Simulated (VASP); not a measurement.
MgSe:

```
Mg Se
1.0
     0.00000    2.73627    2.73627
     2.73627    0.00000    2.73627
     2.73627    2.73627    0.00000
Mg Se
1 1
Direct
  0.00000 0.00000 0.00000
  0.50000 0.50000 0.50000
```

Base run:

| Quantity | Value |
| --- | --- |
| Program | VASP 6.6.1 |
| Functional | r2SCAN |
| Potentials or basis | VASP PAW PBE potentials, release 64 (Mg, Se) |
| Cutoff | 660 eV |
| k mesh | 8 × 8 × 8 |
| Occupations | gaussian, width 0.01 eV |
| Spin | no spin polarisation |

Its results: band gap on the k mesh 2.44 eV (least direct gap 3.41 eV); pressure -0.3 GPa.

Task: The run is repeated on the same cell with these changes: functional from r2SCAN to PBE; cutoff from 660 eV to 600 eV; occupations from gaussian, width 0.01 eV to fermi-dirac, width 0.02 eV. What comes out?

Result: Band gap on the k mesh 1.78 eV (least direct gap 2.52 eV); pressure 1.1 GPa.

Caveats: the PAW data sets were made with another functional, which shifts forces and pressure a little (at least some runs).

A k mesh can miss the band edges.
